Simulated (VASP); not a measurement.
Input of a VASP 6.6.1 run:

File INCAR:

```
SYSTEM = BaZrO3
ALGO     = Normal         ! electronic algorithm
EDIFF    = 1E-6           ! SCF threshold, eV
ENCUT    = 910            ! plane-wave cutoff, eV
GGA      = PE             ! functional
GGA_COMPAT= .False.      
ISIF     = 2              ! what is computed and relaxed
ISMEAR   = -1             ! smearing method
LASPH    = .True.         ! aspherical terms in the spheres
LCHARG   = .True.         ! write CHGCAR
LELF     = .True.         ! ELF
LREAL    = .False.        ! projectors in reciprocal space
LVHAR    = .True.       
LWAVE    = .False.        ! write WAVECAR
NBANDS   = 28             ! bands
NELM     = 120            ! most SCF steps
PREC     = Accurate       ! precision mode
SIGMA    = 0.02           ! smearing width, eV
```

KPOINTS

```
k-points
0
Gamma
  6 6 6
  0 0 0
```

File POSCAR:

```
BaZrO3
1.0
    4.2053549142      0.0000000000      0.0000000000
    0.0000000000      4.2053549142      0.0000000000
    0.0000000000      0.0000000000      4.2053549142
Ba Zr O
1 1 3
Direct
    0.0000000000      0.0000000000      0.0000000000
    0.5000000000      0.5000000000      0.5000000000
    0.5000000000      0.5000000000      0.0000000000
    0.5000000000      0.0000000000      0.5000000000
    0.0000000000      0.5000000000      0.5000000000
```

Potentials or basis: VASP PAW PBE potentials, release 64 (Ba_sv, Zr_sv, O_h).

The run is started by

```sh
$ cat potpaw_PBE.64/Ba_sv/POTCAR potpaw_PBE.64/Zr_sv/POTCAR potpaw_PBE.64/O_h/POTCAR > POTCAR
$ mpirun -np 1 vasp_std > vasp.out
```

(1) What does it give for the pressure?

(2) Estimate the band gap on the k mesh.

## Answers

(1) 3.2 GPa.

(2) 3.17 eV, indirect (least direct gap 3.40 eV).

Caveat: the cutoff is under 1.25 times the usual one of these potentials, so pressure, stress and relaxed cells hold a basis-set (Pulay) error; spin-orbit coupling is left out, which moves the levels of the heavy elements.
